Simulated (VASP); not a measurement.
Write the native input for VASP 6.6.1 that does the following.

| Item | Value |
| --- | --- |
| Task | single point |
| Functional | PBEsol |
| Potentials or basis | VASP PAW PBE potentials, release 64 (La) |
| Cutoff | 520 eV |
| k mesh | 7 × 7 × 2 |
| Occupations | fermi-dirac, width 0.05 eV |
| Spin | no spin polarisation |
| Dipole correction | no |
| Further INCAR settings | ALGO = Fast; EDIFF = 1e-06; NBANDS = 30 |

The structure of La lies in POSCAR:

```
La
1.0
    3.7700000000      0.0188500000      0.0000000000
   -1.8686754211      3.2554907723      0.0000000000
    0.0000000000      0.0000000000     12.1590000000
La
4
Direct
    0.6666666667      0.3333333333      0.2500000000
    0.3333333333      0.6666666667      0.7500000000
    0.0000000000      0.0000000000      0.5000000000
    0.0000000000      0.0000000000      0.0000000000
```

One way to write it, as run:

INCAR

```
SYSTEM = La
PREC     = Accurate       ! precision mode
ENCUT    = 520            ! plane-wave cutoff, eV
EDIFF    = 1E-6           ! SCF threshold, eV
ISMEAR   = -1             ! smearing method
SIGMA    = 0.05           ! smearing width, eV
LREAL    = .False.        ! projectors in reciprocal space
LASPH    = .True.         ! aspherical terms in the spheres
NELM     = 80             ! most SCF steps
ALGO     = Fast           ! electronic algorithm
ISIF     = 2              ! what is computed and relaxed
LWAVE    = .False.        ! write WAVECAR
LCHARG   = .False.        ! write CHGCAR
GGA      = PS             ! functional
NBANDS   = 30             ! bands
```

KPOINTS

```
regular mesh
0
Gamma
  7 7 2
  0 0 0
```

Potentials or basis: VASP PAW PBE potentials, release 64 (La).

Run with:

```bash
$ cat potpaw_PBE.64/La/POTCAR > POTCAR
$ mpirun -np 1 vasp_std > vasp.out
```

It gave:

```yaml
Pressure: -2.3 GPa
Largest_force: 0.009 eV/Å
Band_gap_on_the_k_mesh: zero (bands 22 and 23 overlap by 0.93 eV)
```

Caveat: the PAW data sets were made with another functional, which shifts forces and pressure a little; spin-orbit coupling is left out, which moves the levels of the heavy elements.

It took 23 min on 1 thread of Oxide Virtual Turin-like Processor (shared host), peak memory 0.34 GiB.
